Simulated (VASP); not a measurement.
Input of a VASP 6.6.1 run:

File INCAR:

```
SYSTEM = Al
  ALGO = Normal
  EDIFF = 1E-6
  ENCUT = 520
  GGA = PS
  ISIF = 2
  ISMEAR = -1
  LASPH = .True.
  LCHARG = .False.
  LREAL = .False.
  LWAVE = .False.
  NBANDS = 10
  NELM = 100
  PREC = Accurate
  SIGMA = 0.1
```

Contents of KPOINTS:

```
k-points
0
Gamma
  12 12 6
  0 0 0
```

File POSCAR:

```
Al
1.0
    2.8855382407      0.0000000000      0.0000000000
   -1.4427696333      2.4989499566      0.0000000000
    0.0000000000      0.0000000000      4.9933178617
Al
2
Direct
    0.6666666667      0.3333333333      0.7500000000
    0.3333333333      0.6666666667      0.2500000000
```

Potentials or basis: VASP PAW PBE potentials, release 64 (Al).

Run with:

```bash
$ cat potpaw_PBE.64/Al/POTCAR > POTCAR
$ mpirun -np 1 vasp_std > vasp.out
```

(1) Estimate the pressure.

(2) Predict the band gap on the k mesh.

Answers

(1) -6.1 GPa.

(2) zero (band 3 reaches 10.62 eV, above the bottom of band 4 at 4.06 eV).

Caveat: the PAW data sets were made with another functional, which shifts forces and pressure a little.
